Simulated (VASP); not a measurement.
# GaN (hm.eA) (Cmc2_1) in VASP: further runs

The runs below take GaN (hm.eA) through single point, with PBE.

All numbers are computed with VASP 6.6.1; they aren't measurements. Logs are shortened: lines on timing, memory, paths and dates and some standing lists are left out, and cuts for length are marked.

**1. The cell of the first run**

It takes space group Cmc2_1 (No. 36, orthorhombic). The conventional cell has a = 3.162 Å, b = 5.638 Å, c = 5.145 Å, α = 90.00°, β = 90.00°, γ = 90.00°. Ga (site symmetry m) has 4 N at 1.95 to 1.96 Å within 2.6 Å. Within 2.6 Å of N (site symmetry m) lie 4 Ga at 1.95 to 1.96 Å.

**2. Single point, PBE**

INCAR

```
ALGO = Normal ; EDIFF = 1E-7
ENCUT = 520 ; GGA = PE
ISIF = 2 ; ISMEAR = 0
LASPH = T ; LCHARG = T
LELF = T ; LREAL = F
LVHAR = T ; LWAVE = F
NBANDS = 46 ; NELM = 100
PREC = Accurate ; SIGMA = 0.02
```

KPOINTS

```
k-points
0
Gamma
  8 6 6
```

POSCAR

```
GaN
1.0
    3.1624588753      0.0000000000      0.0000000000
    0.0000000000      5.1451917124      0.0000000000
    0.0000000000      0.0000000000      5.6379467024
Ga N
4 4
Direct
    0.5000000000      0.0011949350     -0.0007826024
    1.0000000000      0.5011949350      0.1674411524
    1.0000000000      0.0011949350      0.4992173976
    0.5000000000      0.5011949350      0.6674411524
    0.5000000000      0.6218050650     -0.0028213337
    1.0000000000      0.1218050650      0.1694798837
    1.0000000000      0.6218050650      0.4971786663
    0.5000000000      0.1218050650      0.6694798837
```

Potentials or basis: VASP PAW PBE potentials, release 64 (Ga_d, N).

On the command line:

```bash
$ cat potpaw_PBE.64/Ga_d/POTCAR potpaw_PBE.64/N/POTCAR > POTCAR
$ mpirun -np 1 vasp_std > vasp.out
```

OUTCAR:

```text
EDIFF = 1E-7
   ENCUT = 520
   GGA = PE
   ISIF = 2
   ISMEAR = 0
   LASPH = T
   LREAL = F
   NELM = 100
   PREC = Accurate

 ion  position               nearest neighbor table
   1  0.500  0.001  0.999-   6 1.95   6 1.95   5 1.95   8 1.96
   2  0.000  0.501  0.167-   5 1.95   5 1.95   6 1.95   7 1.96
   3  0.000  0.001  0.499-   8 1.95   8 1.95   7 1.95   6 1.96
   4  0.500  0.501  0.667-   7 1.95   7 1.95   8 1.95   5 1.96
   5  0.500  0.622  0.997-   2 1.95   2 1.95   1 1.95   4 1.96
   6  0.000  0.122  0.169-   1 1.95   1 1.95   2 1.95   3 1.96
   7  0.000  0.622  0.497-   4 1.95   4 1.95   3 1.95   2 1.96
   8  0.500  0.122  0.669-   3 1.95   3 1.95   4 1.95   1 1.96

  LATTYP: Found a simple orthorhombic cell.
 ALAT       =     3.1624588753
 B/A-ratio  =     1.6269592476
 C/A-ratio  =     1.7827731284

  Lattice vectors:

 A1 = (   3.1624588753,   0.0000000000,   0.0000000000)
 A2 = (   0.0000000000,   5.1451917124,   0.0000000000)
 A3 = (   0.0000000000,   0.0000000000,   5.6379467024)

Analysis of symmetry for initial positions (statically):
=====================================================================
 Subroutine PRICEL returns following result:

  LATTYP: Found a base centered orthorhombic cell.
 ALAT       =     3.1624588753
 B/A-ratio  =     1.7827731284
 C/A-ratio  =     1.6269592476

  Lattice vectors:

 A1 = (   1.5812294377,   0.0000000000,   2.8189733512)
 A2 = (   1.5812294377,   0.0000000000,  -2.8189733512)
 A3 = (   0.0000000000,   5.1451917124,   0.0000000000)

   2 primitive cells build up your supercell.

 Routine SETGRP: Setting up the symmetry group for a
 simple orthorhombic supercell.

 Subroutine GETGRP returns: Found  4 space group operations
 (whereof  2 operations were pure point group operations)
 out of a pool of  8 trial point group operations.

The static configuration has the point symmetry C_1h.
 The point group associated with its full space group is C_2v.

Analysis of symmetry for dynamics (positions and initial velocities):
=====================================================================
 Subroutine PRICEL returns following result:

  LATTYP: Found a base centered orthorhombic cell.
 ALAT       =     3.1624588753
 B/A-ratio  =     1.7827731284
 C/A-ratio  =     1.6269592476

  Lattice vectors:

 A1 = (   1.5812294377,   0.0000000000,   2.8189733512)
 A2 = (   1.5812294377,   0.0000000000,  -2.8189733512)
 A3 = (   0.0000000000,   5.1451917124,   0.0000000000)

   2 primitive cells build up your supercell.

 Routine SETGRP: Setting up the symmetry group for a
 simple orthorhombic supercell.

 Subroutine GETGRP returns: Found  4 space group operations
 (whereof  2 operations were pure point group operations)
 out of a pool of  8 trial point group operations.

The dynamic configuration has the point symmetry C_1h.
 The point group associated with its full space group is C_2v.

 Subroutine INISYM returns: Found  4 space group operations
 (whereof  2 operations are pure point group operations),
 and found     2 'primitive' translations

----------------------------------------------------------------------------------------

                                     Primitive cell

  volume of cell :      45.8688

  direct lattice vectors                    reciprocal lattice vectors
     1.581229438  0.000000000  2.818973351     0.316209646  0.000000000  0.177369538
     1.581229438  0.000000000 -2.818973351     0.316209646  0.000000000 -0.177369538
     0.000000000  5.145191712  0.000000000     0.000000000  0.194356218  0.000000000

  length of vectors
     3.232166037  3.232166037  5.145191712     0.362558261  0.362558261  0.194356218

  position of ions in fractional coordinates (direct lattice)
     0.499217398  0.500782602  0.001194935
     0.167441152  0.832558848  0.501194935
     0.497178666  0.502821334  0.621805065
     0.169479884  0.830520116  0.121805065

  ion indices of the primitive-cell ions
   primitive index   ion index
                 1           1
                 2           4
                 3           5
                 4           8

----------------------------------------------------------------------------------------

 KPOINTS: k-points

Automatic generation of k-mesh.
 Grid dimensions read from file:
 generate k-points for:    8    6    6

 Generating k-lattice:

  Cartesian coordinates                     Fractional coordinates (reciprocal lattice)
     0.039526206  0.000000000  0.000000000     0.125000000  0.000000000  0.000000000
     0.000000000  0.032392703  0.000000000     0.000000000  0.166666667  0.000000000
     0.000000000  0.000000000  0.029561590     0.000000000  0.000000000  0.166666667

  Length of vectors
     0.039526206  0.032392703  0.029561590

  Shift w.r.t. Gamma in fractional coordinates (k-lattice)
     0.000000000  0.000000000  0.000000000

 Subroutine IBZKPT returns following result:
 ===========================================

 Found     80 irreducible k-points:

 Following reciprocal coordinates:
            Coordinates               Weight
  0.000000  0.000000  0.000000      1.000000
  0.125000  0.000000  0.000000      2.000000
  0.250000  0.000000  0.000000      2.000000
  0.375000  0.000000  0.000000      2.000000
  0.500000  0.000000  0.000000      1.000000
  0.000000  0.166667  0.000000      2.000000
[... 16 lines left out ...]
  0.250000  0.000000  0.166667      4.000000
  0.375000  0.000000  0.166667      4.000000
 [... further k-points ...]
   k-points           NKPTS =     80   k-points in BZ     NKDIM =     80   number of bands    NBANDS=     46
   number of dos      NEDOS =    301   number of ions     NIONS =      8
   total plane-waves  NPLWV =  40320
   dimension x,y,z NGX =    24 NGY =   40 NGZ =   42
   dimension x,y,z NGXF=    48 NGYF=   80 NGZF=   84
   ions per type =               4   4
   NGX,Y,Z   is equivalent  to a cutoff of  12.62, 12.92, 12.38 a.u.
   NGXF,Y,Z  is equivalent  to a cutoff of  25.23, 25.85, 24.77 a.u.
 SYSTEM =  unknown system
   PREC   = accura    normal or accurate (medium, high low for compatibility)
   ISTART =      0    job   : 0-new  1-cont  2-samecut
   ICHARG =      2    charge: 1-file 2-atom 10-const
   ISPIN  =      1    spin polarized calculation?
   LNONCOLLINEAR =      F non collinear calculations
   LSORBIT =      F    spin-orbit coupling
   LASPH  =      T    aspherical Exc in radial PAW
   ENCUT  =  520.0 eV  38.22 Ry    6.18 a.u.   5.88  9.57 10.48*2*pi/ulx,y,z
   NELM   =    100;   NELMIN=  2; NELMDL= -5     # of ELM steps
   EDIFF  = 0.1E-06   stopping-criterion for ELM
   LREAL  =      F    real-space projection
   EDIFFG = 0.1E-05   stopping-criterion for IOM
   NSW    =      0    number of steps for IOM
   IBRION =     -1    ionic relax: 0-MD 1-quasi-New 2-CG
   NFREE  =      0    steps in history (QN), initial steepest desc. (CG)
   ISIF   =      2    stress and relaxation
   ISYM   =      2    0-nonsym 1-usesym 2-fastsym
   POTIM  = 0.5000    time-step for ionic-motion
   TEBEG  =    0.0;   TEEND  =   0.0 temperature during run
   PSTRESS=    0.0 pullay stress
   NELECT =      72.0000    total number of electrons
   NUPDOWN=      -1.0000    fix difference up-down
   EMIN   =  10.00;   EMAX   =-10.00  energy-range for DOS
   EFERMI =   0.00;   METHOD = LEGACY
   ISMEAR =     0;   SIGMA  =   0.02  broadening in eV -4-tet -1-fermi 0-gaus
   EFERMI_NEDOS =   21; number of points for ismear=-14 and -15
   IALGO  =     38    algorithm
   IMIX   =      4    mixing-type and parameters
     AMIX     =   0.40;   BMIX     =  1.00
     AMIX_MAG =   1.60;   BMIX_MAG =  1.00
  volume/ion in A,a.u.               =      11.47        77.38
  Fermi-wavevector in a.u.,A,eV,Ry     =   1.510091  2.853659 31.026393  2.280376
  Thomas-Fermi vector in A             =   2.620327
   LORBIT       =      0    0 simple, 1 ext, 2 COOP (PROOUT), +10 PAW based schemes
   GGA     = PE    functional components
   LHFCALC =     F    Hartree Fock is set to
   AEXX    =    0.0000 exact exchange contribution
   IVDW    =     0    specifies the selected vdW correction
   LEPSILON=     F    determine dielectric tensor
   LRPA    =     F    only Hartree local field effects (RPA)
 non-spin polarized calculation
 Gauss-broadening in eV      SIGMA  =   0.02
  energy-cutoff  :      520.00
  volume of cell :       91.74
 maximum number of plane-waves:      2494
 NGX is ok and might be reduce to    24
   NGX = 11   NGY = 19   NGZ = 21

 number of electron      72.0000013 magnetization

 Free energy of the ion-electron system (eV)
  ---------------------------------------------------
  ext. energy  EPLUGINS =         0.00000000
  ---------------------------------------------------
  free energy    TOTEN  =       -48.58141226 eV

  energy without entropy =      -48.58141226  energy(sigma->0) =      -48.58141226

 E-fermi :   5.4522     XC(G=0): -11.6480

 val. band max:        5.3330149638   @ k =   0.0000   0.0000   0.0000
 cond. band min:       7.1734313308   @ k =   0.0000   0.0000   0.0000
 fundamental gap:      1.8404163670
 Fermi energy:         5.4522192046

 k-point     1 :       0.0000    0.0000    0.0000
  band No.  band energies     occupation
      1     -10.6678      2.00000
      2      -9.7805      2.00000
      3      -9.7555      2.00000
      4      -9.6000      2.00000
      5      -8.1564      2.00000
      6      -8.1552      2.00000
[... 38 lines left out ...]
     45      15.2242      0.00000
     46      15.5577      0.00000

 k-point     2 :       0.1250    0.0000    0.0000
  band No.  band energies     occupation
      1     -10.5531      2.00000
      2      -9.7484      2.00000
      3      -9.7270      2.00000
      4      -9.6021      2.00000
      5      -8.1425      2.00000
      6      -8.1376      2.00000
[... 38 lines left out ...]
     45      15.2538      0.00000
     46      15.4732      0.00000

 k-point     3 :       0.2500    0.0000    0.0000
  band No.  band energies     occupation
      1     -10.2649      2.00000
      2      -9.6794      2.00000
      3      -9.6662      2.00000
      4      -9.6158      2.00000
      5      -8.1389      2.00000
      6      -8.1065      2.00000
[... 1018 lines left out ...]
     45      14.9819      0.00000
     46      15.4313      0.00000

 k-point    24 :       0.3750    0.0000    0.1667
  band No.  band energies     occupation
      1      -9.9368      2.00000
      2      -9.6894      2.00000
      3      -9.6148      2.00000
      4      -9.6090      2.00000
      5      -8.1382      2.00000
      6      -8.0976      2.00000
[... 38 lines left out ...]
     45      14.9331      0.00000
     46      15.0157      0.00000

 [... further k-points ...]
[... 5 lines left out ...]
  --------------------------------------------------------------------------------------
  -------------------------------------------------------------------------------------
  Total        3.5816540      4.2995146     -0.0180893      0.0000000      0.0000000      0.0000000
  in kB       62.5528060     75.0900858     -0.3159264      0.0000000      0.0000000      0.0000000
  external PRESSURE =      45.7756551 kB  Pullay stress =       0.0000000 kB

 VOLUME and BASIS-vectors are now :
 -----------------------------------------------------------------------------
  energy-cutoff  :      520.00
  volume of cell :       91.74
      direct lattice vectors                 reciprocal lattice vectors
     3.162458875  0.000000000  0.000000000     0.316209646  0.000000000  0.000000000
     0.000000000  5.145191712  0.000000000     0.000000000  0.194356218  0.000000000
     0.000000000  0.000000000  5.637946702     0.000000000  0.000000000  0.177369538

 POSITION                                       TOTAL-FORCE (eV/Angst)
 -----------------------------------------------------------------------------------
      1.58123      0.00615      5.63353         0.000000     -0.001252      0.001502
      0.00000      2.57874      0.94402         0.000000     -0.001252     -0.001502
      0.00000      0.00615      2.81456         0.000000     -0.001252      0.001502
      1.58123      2.57874      3.76300         0.000000     -0.001252     -0.001502
      1.58123      3.19931      5.62204        -0.000000      0.001252      0.000864
      0.00000      0.62671      0.95552        -0.000000      0.001252     -0.000864
      0.00000      3.19931      2.80307        -0.000000      0.001252      0.000864
      1.58123      0.62671      3.77449        -0.000000      0.001252     -0.000864
 -----------------------------------------------------------------------------------
    total drift:                                0.000000     -0.000483      0.000034

  FREE ENERGIE OF THE ION-ELECTRON SYSTEM (eV)
  ---------------------------------------------------
  free  energy   TOTEN  =       -48.5814122622 eV

  energy  without entropy=      -48.5814122622  energy(sigma->0) =      -48.58141226
```

Wall time 7.6 min (1 thread of Intel Xeon Platinum 8259CL at 2.50GHz (Skylake/Cascade Lake), shared host); peak memory 0.35 GiB.

Results:

```
Free energy            : -48.5814 eV
Pressure               : 4.6 GPa
Band gap on the k mesh : 1.84 eV
```

Stress tensor (GPa, compression positive):
```
 6.26  0.00  0.00
 0.00  7.51  0.00
 0.00  0.00 -0.03
```

Levels at points of the mesh, in eV from the valence-band top:
```tsv
k point	band 33	band 34	band 35	band 36	band 37	band 38	band 39	band 40
(0.00, 0.00, 0.00)	-0.90	-0.17	-0.04	0.00	1.84	3.98	5.23	5.72
(0.50, 0.00, 0.00)	-2.16	-2.16	-1.93	-1.93	5.78	5.78	6.57	6.57
(0.00, 0.50, 0.00)	-0.74	-0.74	-0.52	-0.52	4.10	4.10	4.46	4.46
(0.50, 0.50, 0.00)	-1.59	-1.59	-1.59	-1.59	5.82	5.82	5.82	5.82
(0.00, 0.00, 0.50)	-0.76	-0.76	-0.44	-0.44	4.27	4.27	5.94	5.94
(0.50, 0.00, 0.50)	-2.18	-2.18	-1.14	-1.14	4.71	4.71	5.35	5.35
(0.00, 0.50, 0.50)	-1.23	-1.23	-1.23	-1.23	5.24	5.24	5.24	5.24
(0.50, 0.50, 0.50)	-1.85	-1.85	-1.85	-1.85	4.32	4.32	4.32	4.32
```

**3. Single point, PBE**

This run uses another cell than the first one, of 11.51 Å³/atom, 1.004 times its volume.

INCAR

```
SYSTEM = GaN
  PREC = Accurate
  ENCUT = 520
  EDIFF = 1E-7
  ISMEAR = 0
  SIGMA = 0.02
  LREAL = .FALSE.
  LASPH = .TRUE.
  NELM = 100
  ALGO = Normal
  ISIF = 2
  LWAVE = .FALSE.
  LCHARG = .FALSE.
  GGA = PE
  NBANDS = 46
```

KPOINTS

```
regular mesh
0
G
  8 6 6
  0 0 0
```

POSCAR

```
GaN
1.0
    3.1624588753      0.0000000000      0.0000000000
    0.0000000000      5.1451917124      0.0000000000
    0.0000000000      0.0000000000      5.6584001817
Ga N
4 4
Direct
    0.5000000000      0.0000000000      0.0000000000
    1.0000000000      0.5000000000      0.1666533000
    1.0000000000      0.0000000000      0.4999962000
    0.5000000000      0.5000000000      0.6666676000
    0.5000000000      0.6230000000      0.0000000000
    1.0000000000      0.1230000000      0.1666533000
    1.0000000000      0.6230000000      0.4999962000
    0.5000000000      0.1230000000      0.6666676000
```

Potentials or basis: VASP PAW PBE potentials, release 64 (Ga_d, N).

On the command line:

```bash
$ cat potpaw_PBE.64/Ga_d/POTCAR potpaw_PBE.64/N/POTCAR > POTCAR
$ mpirun -np 1 vasp_std > vasp.out
```

It took 7.9 min on 1 thread of Intel Xeon Platinum 8259CL at 2.50GHz (Skylake/Cascade Lake), shared host; peak memory 0.41 GiB.

The run converged. Its results:

```
Free energy            : -48.5641 eV
Pressure               : 4.1 GPa
Largest force          : 0.311 eV/Å
Band gap on the k mesh : 1.82 eV
```

Forces in eV/Å, atoms in the order of the input:
```
Ga   0.000  0.153 -0.223
Ga   0.000  0.153  0.224
Ga   0.000  0.153 -0.223
Ga   0.000  0.153  0.222
N    0.000 -0.153 -0.271
N    0.000 -0.153  0.271
N    0.000 -0.153 -0.270
N    0.000 -0.153  0.270
```

Stress tensor (GPa, compression positive):
```
 6.78  0.00  0.00
 0.00  8.32  0.00
 0.00  0.00 -2.75
```

Levels at points of the mesh, in eV from the valence-band top:
```tsv
k point	band 33	band 34	band 35	band 36	band 37	band 38	band 39	band 40
(0.00, 0.00, 0.00)	-0.86	-0.14	-0.05	0.00	1.82	3.96	5.26	5.69
(0.50, 0.00, 0.00)	-2.07	-2.07	-1.98	-1.98	5.80	5.80	6.53	6.53
(0.00, 0.50, 0.00)	-0.70	-0.70	-0.55	-0.55	4.07	4.07	4.49	4.49
(0.50, 0.50, 0.00)	-1.59	-1.59	-1.59	-1.59	5.82	5.82	5.82	5.82
(0.00, 0.00, 0.50)	-0.77	-0.77	-0.43	-0.42	4.27	4.27	5.93	5.93
(0.50, 0.00, 0.50)	-2.24	-2.24	-1.09	-1.09	4.69	4.69	5.35	5.35
(0.00, 0.50, 0.50)	-1.23	-1.23	-1.23	-1.23	5.25	5.25	5.25	5.25
(0.50, 0.50, 0.50)	-1.84	-1.84	-1.84	-1.84	4.29	4.29	4.29	4.29
```

PBE gaps usually lie below the measured ones, often by a third to a half.

(Part 1 of 2 ends here.)
